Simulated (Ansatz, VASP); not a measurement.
# Two plane-wave programs on CaO

File INCAR:

```
PREC     = Accurate       # precision mode
ENCUT    = 600            # plane-wave cutoff, eV
EDIFF    = 1E-7           # SCF threshold, eV
ISMEAR   = 0              # smearing method
SIGMA    = 0.02           # smearing width, eV
LREAL    = F              # projectors in reciprocal space
LASPH    = T              # aspherical terms in the spheres
NELM     = 120            # most SCF steps
ALGO     = Normal         # electronic algorithm
ISIF     = 3              # what is computed and relaxed
LWAVE    = F              # write WAVECAR
LCHARG   = F              # write CHGCAR
GGA      = PE             # functional
IBRION   = 2              # ionic algorithm
NSW      = 100            # ionic steps
EDIFFG   = -0.01          # ionic threshold
GGA_COMPAT= F            
NELMIN   = 4
```

File KPOINTS:

```
Automatic mesh
0
Gamma
  8 8 8
```

POSCAR

```
CaO
1.0
    0.0000000000      2.5971524500      2.5971524500
    2.5971524500      0.0000000000      2.5971524500
    2.5971524500      2.5971524500      0.0000000000
Ca O
1 1
Direct
    0.0000000000      0.0000000000      0.0000000000
    0.7500000000      0.7500000000      0.7500000000
```

Input for Ansatz:

```yaml
crystal:
  lattice:
    - [0.0, 2.59715245, 2.59715245]
    - [2.59715245, 0.0, 2.59715245]
    - [2.59715245, 2.59715245, 0.0]
  atoms:
    - { symbol: Ca, position: [0.0, 0.0, 0.0] }
    - { symbol: O, position: [0.75, 0.75, 0.75] }
basis:
  ecutwfc: 420
kpoints:
  mp_grid: { grid: [8, 8, 8] }
hamiltonian:
  xc: pbe
scf:
  occupations: { method: gaussian, width: 0.02 }
output:
  forces: true
  stress: true
  eigenvalues: true
  write_density: true
  write_potential: true
  elf: true
  volumetric_format: npy
relax:
  adjacent_minimum: "off"
  f_tol: 0.01
  max_steps: 80
  cell: { stress_tol: 0.05 }
```

Alike in both runs: task relaxation of cell and atoms; functional PBE; k mesh 8 × 8 × 8; occupations gaussian, width 0.02 eV; no spin polarisation.

|  | VASP | Ansatz |
| --- | --- | --- |
| version | VASP 6.6.1 | Ansatz 0.2.0 |
| potentials or method | VASP PAW PBE potentials, release 64 (Ca_sv, O), cutoff 600 eV | scalar-relativistic, plane waves, PAW |
| valence electrons in the cell | 16 | 16 |

Ansatz gave:

| Property | Result |
| --- | --- |
| gap on the k mesh at the Fermi level, each at its own relaxed structure (eV) | 3.27 |
| relaxed volume (Å³/atom) | 18.02 |
| relaxed cell length with the largest relative difference (Å) | 3.708 |

Problem. What did VASP give for the same quantities?

Solution. gap on the k mesh at the Fermi level, each at its own relaxed structure (eV): 3.25; relaxed volume (Å³/atom): 18.11; relaxed cell length with the largest relative difference (Å): 3.714.
